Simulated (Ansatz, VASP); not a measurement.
## CsPbBr3 in VASP and in Ansatz

INCAR

```
SYSTEM = CsPbBr3
PREC = Accurate
ENCUT = 520
EDIFF = 1E-6
ISMEAR = -1
SIGMA = 0.05
LREAL = .False.
LASPH = .True.
NELM = 80
ALGO = Normal
ISIF = 2
LWAVE = .False.
LCHARG = .True.
LELF = .True.
LVHAR = .True.
NBANDS = 30
```

KPOINTS

```
regular mesh
0
Gamma
  5 5 5
  0 0 0
```

Contents of POSCAR:

```
CsPbBr3
1.0
    5.9851272676      0.0000000000      0.0000000000
    0.0000000000      5.9851272676      0.0000000000
    0.0000000000      0.0000000000      5.9851272676
Pb Cs Br
1 1 3
Direct
    0.5000000000      0.5000000000      0.5000000000
    0.0000000000      0.0000000000      0.0000000000
    0.5000000000      0.5000000000      0.0000000000
    0.5000000000      0.0000000000      0.5000000000
    0.0000000000      0.5000000000      0.5000000000
```

File input.yaml:

```yaml
crystal:
  lattice:
    - [5.9851272676, 0.0, 0.0]
    - [0.0, 5.9851272676, 0.0]
    - [0.0, 0.0, 5.9851272676]
  atoms:
    - { symbol: Pb, position: [0.5, 0.5, 0.5] }
    - { symbol: Cs, position: [0.0, 0.0, 0.0] }
    - { symbol: Br, position: [0.5, 0.5, 0.0] }
    - { symbol: Br, position: [0.5, 0.0, 0.5] }
    - { symbol: Br, position: [0.0, 0.5, 0.5] }
hamiltonian:
  xc: lda
  pseudopotentials: { kind: paw }
kpoints:
  mp_grid: { grid: [5, 5, 5] }
scf:
  occupations: { method: fermi_dirac, width: 0.05 }
output:
  forces: true
  stress: true
  eigenvalues: true
  write_density: true
  write_potential: true
  elf: true
  volumetric_format: npy
```

Alike in both runs: task single point; functional LDA; k mesh 5 × 5 × 5; occupations fermi-dirac, width 0.05 eV; no spin polarisation.

|  | VASP | Ansatz |
| --- | --- | --- |
| version | VASP 6.6.1 | Ansatz 0.2.0 |
| potentials or method | VASP PAW LDA potentials, release 64 (Pb_d, Cs_sv, Br) | Ansatz PAW |
| plane-wave cutoff (eV) | 520 | 420 |
| valence electrons in the cell | 44 | 44 |

```csv
,VASP,Ansatz,Ansatz less VASP
gap on the k mesh at the Fermi level (eV),2.60,2.62,+0.018
least direct gap on the mesh (eV),2.60,2.62,+0.018
pressure (GPa),-2.2,-2.2,-0.02
```

LDA's correlation is that of Perdew and Zunger in VASP and of Perdew and Wang (1992) in Ansatz.

Spin-orbit coupling is off throughout. Noted on Ansatz's run: odd divisions of the mesh miss points on the zone boundary, where band edges often lie, so the gap on the mesh can be too wide.
